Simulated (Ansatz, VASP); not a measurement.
## Zr in VASP and in Ansatz

File POSCAR:

```
Zr
1.0
    3.2319982225      0.0000000000      0.0000000000
   -1.6159991112      2.7989925657      0.0000000000
    0.0000000000      0.0000000000      5.1470000000
Zr
2
Direct
    0.3333333333      0.6666666667      0.2500000000
    0.6666666667      0.3333333333      0.7500000000
```

Contents of INCAR.step1:

```
PREC = Accurate
ENCUT = 520
ISMEAR = 0
SIGMA = 0.15
LREAL = F
LASPH = T
NELM = 100
NBANDS = 19
GGA = PE
ALGO = Normal
EDIFF = 1E-4
LWAVE = T
LCHARG = F
```

File INCAR.step2:

```
PREC = Accurate
ENCUT = 520
EDIFF = 1E-7
ISMEAR = 0
SIGMA = 0.15
LREAL = F
LASPH = T
NELM = 100
ALGO = Normal
ISIF = 2
LWAVE = F
LCHARG = F
METAGGA = R2SCAN
LMIXTAU = T
NBANDS = 19
ISTART = 1
```

Contents of KPOINTS:

```
regular mesh
0
Gamma
  18 18 10
```

Input for Ansatz:

```yaml
crystal:
  lattice:
    - [3.2319982225, 0.0, 0.0]
    - [-1.6159991112, 2.7989925657, 0.0]
    - [0.0, 0.0, 5.147]
  atoms:
    - { symbol: Zr, position: [0.3333333333, 0.6666666667, 0.25] }
    - { symbol: Zr, position: [0.6666666667, 0.3333333333, 0.75] }
basis:
  ecutwfc: 500
kpoints:
  mp_grid: { grid: [18, 18, 10] }
hamiltonian:
  xc: r2scan
scf:
  occupations: { method: gaussian, width: 0.15 }
output:
  forces: true
  stress: true
  eigenvalues: true
```

Alike in both runs: task single point; functional r2SCAN; k mesh 18 × 18 × 10; occupations gaussian, width 0.15 eV; no spin polarisation.

```csv
,VASP,Ansatz
version,VASP 6.6.1,Ansatz 0.2.0
potentials or method,"VASP PAW PBE potentials, release 64 (Zr_sv), cutoff 520 eV","scalar-relativistic, plane waves, PAW"
valence electrons in the cell,24,24
```

|  | VASP | Ansatz | Ansatz less VASP |
| --- | --- | --- | --- |
| gap on the k mesh at the Fermi level (eV) | none | none | - |
| pressure (GPa) | 0.9 | 0.9 | 0.00 |
| traceless stress, the component that is largest in VASP (GPa) | -0.16 | -0.15 | +0.009 |

VASP's potentials were made for PBE, not for r2SCAN. A gap of «none» marks a metal or a gap that the smearing closes.
